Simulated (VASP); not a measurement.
A run of VASP 6.6.1 is set up as follows.

Contents of POSCAR:

```
KI
1.0
    0.0000000000      3.5442850827      3.5442850827
    3.5442850827      0.0000000000      3.5442850827
    3.5442850827      3.5442850827      0.0000000000
K I
1 1
Direct
    0.0000000000      0.0000000000      0.0000000000
    0.5000000000      0.5000000000      0.5000000000
```

Contents of INCAR.step1:

```
SYSTEM = KI
ALGO = Normal
EDIFF = 1E-5
ENCUT = 520
GGA = PE
ISIF = 2
ISMEAR = 0
LASPH = .True.
LCHARG = .False.
LREAL = .False.
LWAVE = .True.
NBANDS = 15
NELM = 60
PREC = Accurate
SIGMA = 0.01
```

INCAR.step2

```
SYSTEM = KI
AEXX = 0.25
ALGO = Normal
EDIFF = 1E-6
ENCUT = 520
GGA = PE
ISIF = 2
ISMEAR = 0
ISTART = 1
LASPH = .True.
LCHARG = .False.
LHFCALC = .True.
LREAL = .False.
LWAVE = .False.
NBANDS = 15
NELM = 60
PREC = Accurate
PRECFOCK = Normal
SIGMA = 0.01
```

KPOINTS

```
k-points
0
Gamma
  4 4 4
  0 0 0
```

Potentials or basis: VASP PAW PBE potentials, release 64 (K_sv, I).

Command:

```console
$ cat potpaw_PBE.64/K_sv/POTCAR potpaw_PBE.64/I/POTCAR > POTCAR
$ cp INCAR.step1 INCAR
$ mpirun -np 1 vasp_std > vasp.out
$ cp INCAR.step2 INCAR
$ mpirun -np 1 vasp_std > vasp.out
```

(1) What does it give for the band gap on the k mesh?

(2) What does it give for the pressure?

Answers

(1) 5.64 eV.

(2) 0.2 GPa.

Caveat: the PAW data sets were made with another functional, which shifts forces and pressure a little; spin-orbit coupling is left out, which moves the levels of the heavy elements.
